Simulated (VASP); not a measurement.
# Sb (P2_1/m) in VASP: single point with PBE

Aim: the single point of Sb with PBE.

All numbers are computed with VASP 6.6.1; they aren't measurements. Logs are shortened: lines on timing, memory, paths and dates and some standing lists are left out, and cuts for length are marked.

**1. The cell of the first run**

It takes space group P2_1/m (No. 11, monoclinic). Conventional cell: a = 4.754 Å, b = 4.642 Å, c = 6.824 Å, α = 90.00°, β = 101.72°, γ = 90.00°. Sb (site symmetry m) has 7 Sb at 3.06 to 3.94 Å within 4.0 Å. Within 4.0 Å of Sb (site symmetry m) lie 7 Sb at 3.06 to 3.93 Å.

**2. Single point, PBE (functional PBE, strained)**

INCAR

```
PREC = Accurate
ENCUT = 520
EDIFF = 1E-6
ISMEAR = 0
SIGMA = 0.1
LREAL = False
LASPH = True
NELM = 100
ALGO = Normal
ISIF = 2
LWAVE = False
LCHARG = False
GGA = PE
NBANDS = 18
```

KPOINTS

```
regular mesh
0
Gamma
  10 10 8
```

POSCAR

```
Sb
1.0
    4.7536775070      0.0000000000      0.0000000000
    0.0000000000      4.6417571010      0.0000000000
   -1.3864261033      0.0000000000      6.6819926087
Sb
4
Direct
    0.6600700000      0.7500000000      0.3163300000
    0.0633620000      0.2500000000      0.2372420000
    0.9366380000      0.7500000000      0.7627580000
    0.3399300000      0.2500000000      0.6836700000
```

Potentials or basis: VASP PAW PBE potentials, release 64 (Sb).

Launch:

```console
> cat potpaw_PBE.64/Sb/POTCAR > POTCAR
> mpirun -np 1 vasp_std > vasp.out
```

OUTCAR:

```text
PREC = Accurate
   ENCUT = 520
   EDIFF = 1E-6
   ISMEAR = 0
   LREAL = False
   LASPH = True
   NELM = 100
   ISIF = 2
   GGA = PE

 ion  position               nearest neighbor table
   1  0.660  0.750  0.316-   3 3.06   2 3.13   2 3.13   2 3.62   2 3.62
   2  0.063  0.250  0.237-   4 3.06   1 3.13   1 3.13   1 3.62   1 3.62
   3  0.937  0.750  0.763-   1 3.06   4 3.13   4 3.13   4 3.62   4 3.62
   4  0.340  0.250  0.684-   2 3.06   3 3.13   3 3.13   3 3.62   3 3.62

  LATTYP: Found a simple monoclinic cell.
 ALAT       =     4.7536775070
 B/A-ratio  =     0.9764560373
 C/A-ratio  =     1.4355853266
 COS(beta)  =    -0.2031599047

  Lattice vectors:

 A1 = (   4.7536775070,   0.0000000000,   0.0000000000)
 A2 = (   0.0000000000,   4.6417571010,   0.0000000000)
 A3 = (  -1.3864261033,   0.0000000000,   6.6819926087)

Analysis of symmetry for initial positions (statically):
=====================================================================
 Subroutine PRICEL returns:
 Original cell was already a primitive cell.

 Routine SETGRP: Setting up the symmetry group for a
 simple monoclinic supercell.

 Subroutine GETGRP returns: Found  4 space group operations
 (whereof  2 operations were pure point group operations)
 out of a pool of  4 trial point group operations.

The static configuration has the point symmetry S_2 .
 The point group associated with its full space group is C_2h.

Analysis of symmetry for dynamics (positions and initial velocities):
=====================================================================
 Subroutine PRICEL returns:
 Original cell was already a primitive cell.

 Routine SETGRP: Setting up the symmetry group for a
 simple monoclinic supercell.

 Subroutine GETGRP returns: Found  4 space group operations
 (whereof  2 operations were pure point group operations)
 out of a pool of  4 trial point group operations.

The dynamic configuration has the point symmetry S_2 .
 The point group associated with its full space group is C_2h.

 Subroutine INISYM returns: Found  4 space group operations
 (whereof  2 operations are pure point group operations),
 and found     1 'primitive' translations

----------------------------------------------------------------------------------------
[... 89 lines left out ...]
   ISTART =      0    job   : 0-new  1-cont  2-samecut
   ICHARG =      2    charge: 1-file 2-atom 10-const
   ISPIN  =      1    spin polarized calculation?
   LNONCOLLINEAR =      F non collinear calculations
   LSORBIT =      F    spin-orbit coupling
   LASPH  =      T    aspherical Exc in radial PAW
   ENCUT  =  520.0 eV  38.22 Ry    6.18 a.u.   8.84  8.63 12.69*2*pi/ulx,y,z
   NELM   =    100;   NELMIN=  2; NELMDL= -5     # of ELM steps
   EDIFF  = 0.1E-05   stopping-criterion for ELM
   LREAL  =      F    real-space projection
   EDIFFG = 0.1E-04   stopping-criterion for IOM
   NSW    =      0    number of steps for IOM
   IBRION =     -1    ionic relax: 0-MD 1-quasi-New 2-CG
   NFREE  =      0    steps in history (QN), initial steepest desc. (CG)
   ISIF   =      2    stress and relaxation
   ISYM   =      2    0-nonsym 1-usesym 2-fastsym
   POTIM  = 0.5000    time-step for ionic-motion
   TEBEG  =    0.0;   TEEND  =   0.0 temperature during run
   PSTRESS=    0.0 pullay stress
   NELECT =      20.0000    total number of electrons
   NUPDOWN=      -1.0000    fix difference up-down
   EMIN   =  10.00;   EMAX   =-10.00  energy-range for DOS
   EFERMI =   0.00;   METHOD = LEGACY
   ISMEAR =     0;   SIGMA  =   0.10  broadening in eV -4-tet -1-fermi 0-gaus
   EFERMI_NEDOS =   21; number of points for ismear=-14 and -15
   IALGO  =     38    algorithm
   IMIX   =      4    mixing-type and parameters
     AMIX     =   0.40;   BMIX     =  1.00
     AMIX_MAG =   1.60;   BMIX_MAG =  1.00
  volume/ion in A,a.u.               =      36.86       248.75
  Fermi-wavevector in a.u.,A,eV,Ry     =   0.841160  1.589563  9.626812  0.707551
  Thomas-Fermi vector in A             =   1.955660
   LORBIT       =      0    0 simple, 1 ext, 2 COOP (PROOUT), +10 PAW based schemes
   GGA     = PE    functional components
   LHFCALC =     F    Hartree Fock is set to
   AEXX    =    0.0000 exact exchange contribution
   IVDW    =     0    specifies the selected vdW correction
   LEPSILON=     F    determine dielectric tensor
   LRPA    =     F    only Hartree local field effects (RPA)
 non-spin polarized calculation
 Gauss-broadening in eV      SIGMA  =   0.10
  energy-cutoff  :      520.00
  volume of cell :      147.44
 maximum number of plane-waves:      3994
   NGX = 17   NGY = 17   NGZ = 25

 number of electron      19.9999999 magnetization

 Free energy of the ion-electron system (eV)
  ---------------------------------------------------
  ext. energy  EPLUGINS =         0.00000000
  ---------------------------------------------------
  free energy    TOTEN  =       -15.75947359 eV

  energy without entropy =      -15.75463362  energy(sigma->0) =      -15.75705361

 E-fermi :   4.8072     XC(G=0):  -8.7036

 val. band max:        4.8033055281   @ k =  -0.2000   0.0000   0.2500
 cond. band min:       4.8201850296   @ k =   0.2000   0.3000   0.3750
 fundamental gap:      0.0168795015
 Fermi energy:         4.8071527082

 k-point     1 :       0.0000    0.0000    0.0000
  band No.  band energies     occupation
      1      -6.3821      2.00000
      2      -4.4636      2.00000
      3      -2.5241      2.00000
      4      -1.5724      2.00000
      5       1.1033      2.00000
      6       1.9957      2.00000
[... 481 lines left out ...]
      5       0.9525      2.00000
      6       1.6159      2.00000
[... 10 lines left out ...]
     17      10.8612      0.00000
     18      11.0550      0.00000

 [... further k-points ...]
[... 5 lines left out ...]
  --------------------------------------------------------------------------------------
  -------------------------------------------------------------------------------------
  Total       -4.4873136     -5.3295427     -4.3536518      0.0000000      0.0000000     -0.0140378
  in kB      -48.7617052    -57.9138465    -47.3092600      0.0000000      0.0000000     -0.1525432
  external PRESSURE =     -51.3282706 kB  Pullay stress =       0.0000000 kB

 VOLUME and BASIS-vectors are now :
 -----------------------------------------------------------------------------
  energy-cutoff  :      520.00
  volume of cell :      147.44
      direct lattice vectors                 reciprocal lattice vectors
     4.753677507  0.000000000  0.000000000     0.210363450  0.000000000  0.043647665
     0.000000000  4.641757101  0.000000000     0.000000000  0.215435659  0.000000000
    -1.386426103  0.000000000  6.681992609     0.000000000  0.000000000  0.149655957

 POSITION                                       TOTAL-FORCE (eV/Angst)
 -----------------------------------------------------------------------------------
      2.69919      3.48132      2.11371         0.589670      0.000000      0.369882
     -0.02772      1.16044      1.58525        -0.359507      0.000000      0.664588
      3.39497      3.48132      5.09674         0.359507      0.000000     -0.664588
      0.66806      1.16044      4.56828        -0.589670     -0.000000     -0.369882
 -----------------------------------------------------------------------------------
    total drift:                               -0.000000      0.000000      0.000000

  FREE ENERGIE OF THE ION-ELECTRON SYSTEM (eV)
  ---------------------------------------------------
  free  energy   TOTEN  =       -15.7594735931 eV

  energy  without entropy=      -15.7546336197  energy(sigma->0) =      -15.75705361
```

OSZICAR:

```text
N       E                     dE             d eps       ncg     rms          rms(c)
DAV:   1     0.796152709560E+02    0.79615E+02   -0.65037E+03  9072   0.854E+02
DAV:   2    -0.996221159747E+01   -0.89577E+02   -0.86705E+02 11810   0.136E+02
DAV:   3    -0.157019112759E+02   -0.57397E+01   -0.56659E+01 11616   0.379E+01
DAV:   4    -0.157716484131E+02   -0.69737E-01   -0.69613E-01 10158   0.473E+00
DAV:   5    -0.157729755014E+02   -0.13271E-02   -0.13271E-02 11360   0.738E-01    0.312E+00
DAV:   6    -0.157634398480E+02    0.95357E-02   -0.18696E-02  9860   0.657E-01    0.183E+00
DAV:   7    -0.157589564277E+02    0.44834E-02   -0.23125E-02  9600   0.841E-01    0.153E-01
DAV:   8    -0.157593227594E+02   -0.36633E-03   -0.17110E-03  9982   0.222E-01    0.989E-02
DAV:   9    -0.157594610896E+02   -0.13833E-03   -0.28049E-04  9734   0.901E-02    0.147E-02
DAV:  10    -0.157594704733E+02   -0.93837E-05   -0.28884E-05 10136   0.275E-02    0.712E-03
DAV:  11    -0.157594729342E+02   -0.24609E-05   -0.72937E-06  9648   0.137E-02    0.278E-03
DAV:  12    -0.157594735931E+02   -0.65892E-06   -0.75149E-07  5846   0.443E-03
   1 F= -.15759474E+02 E0= -.15757054E+02  d E =-.483997E-02
```

stdout:

```text
POSCAR found type information on POSCAR Sb
 POSCAR found :  1 types and       4 ions
 scaLAPACK will be used
 LDA part: xc-table for (Slater+PW92), standard interpolation
 POSCAR, INCAR and KPOINTS ok, starting setup
 FFT: planning ... GRIDC
 FFT: planning ... GRID_SOFT
 FFT: planning ... GRID
 WAVECAR not read
 entering main loop
```

Run time: 14 min. Hardware: 1 thread of Oxide Virtual Turin-like, shared host; peak memory 0.58 GiB.

Results:

* Free energy: -15.7595 eV
* Pressure: -5.1 GPa
* Largest force: 0.756 eV/Å
* Band gap on the k mesh: zero (band 10 reaches 4.92 eV, above the bottom of band 11 at 4.73 eV)

Forces on the atoms (eV/Å):
```
Sb   0.590  0.000  0.370
Sb  -0.360  0.000  0.665
Sb   0.360  0.000 -0.665
Sb  -0.590  0.000 -0.370
```

Levels at points of the mesh, in eV from the Fermi level:
```
           k point  band 6  band 7  band 8  band 9  band 10  band 11  band 12  band 13  band 14  band 15
(0.00, 0.00, 0.00)   -2.81   -2.27   -1.73   -1.12    -0.13     2.17     2.56     2.61     2.74     2.85
(0.50, 0.00, 0.00)   -1.85   -1.68   -0.89   -0.66    -0.59     0.40     0.88     0.92     1.40     1.79
(0.00, 0.50, 0.00)   -2.93   -1.18   -1.18   -0.83    -0.83     0.39     0.39     1.31     1.31     3.19
(0.50, 0.50, 0.00)   -4.03   -2.86   -2.86   -1.88    -1.88     1.07     1.07     4.23     4.23     4.56
(0.00, 0.00, 0.50)   -2.48   -2.04   -1.71   -1.42    -1.18     0.64     1.95     2.19     2.67     3.75
(0.50, 0.00, 0.50)   -1.71   -1.41   -0.81   -0.72    -0.68    -0.08     0.65     0.98     1.15     1.60
(0.00, 0.50, 0.50)   -1.65   -1.43   -1.43   -0.63    -0.63     0.13     0.13     1.01     1.01     2.03
(0.50, 0.50, 0.50)   -4.21   -3.14   -3.14   -1.05    -1.05     1.87     1.87     3.40     3.40     4.03
```

Caveat: the cell differs from its parent crystal (functional PBE, strained); spin-orbit coupling is left out, which moves the levels of the heavy elements.
